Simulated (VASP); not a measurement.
A run of VASP 6.6.1 is set up as follows.

POSCAR

```
Si
1.0
   -2.1721676620      2.1721676620      1.1633435024
    2.1721676620     -2.1721676620      1.1633435024
    2.1721676620      2.1721676620     -1.1633435024
Si
2
Direct
    0.2500000000      0.7500000000      0.5000000000
    0.5000000000      0.5000000000      0.0000000000
```

File INCAR.step1:

```
PREC = Accurate
ENCUT = 520
ISMEAR = 0
SIGMA = 0.05
LREAL = False
LASPH = True
NELM = 60
NBANDS = 11
GGA = PE
ALGO = Normal
EDIFF = 1E-4
LWAVE = True
LCHARG = False
```

The input INCAR.step2:

```
PREC = Accurate
ENCUT = 520
EDIFF = 1E-6
ISMEAR = 0
SIGMA = 0.05
LREAL = False
LASPH = True
NELM = 60
ALGO = Normal
ISIF = 2
LWAVE = False
LCHARG = False
METAGGA = R2SCAN
LMIXTAU = True
NBANDS = 11
ISTART = 1
```

KPOINTS

```
regular mesh
0
Gamma
  22 22 22
```

Potentials or basis: VASP PAW PBE potentials, release 64 (Si).

The run is started by

```bash
$ cat potpaw_PBE.64/Si/POTCAR > POTCAR
$ cp INCAR.step1 INCAR
$ mpirun -np 1 vasp_std > vasp.out
$ cp INCAR.step2 INCAR
$ mpirun -np 1 vasp_std > vasp.out
```

(1) Predict the pressure.

(2) Estimate the band gap on the k mesh.

Results:

(1) 72.5 GPa.

(2) zero (bands 4 and 5 overlap by 8.97 eV).

Caveat: the cell stands under pressure; the PAW data sets were made with another functional, which shifts forces and pressure a little.
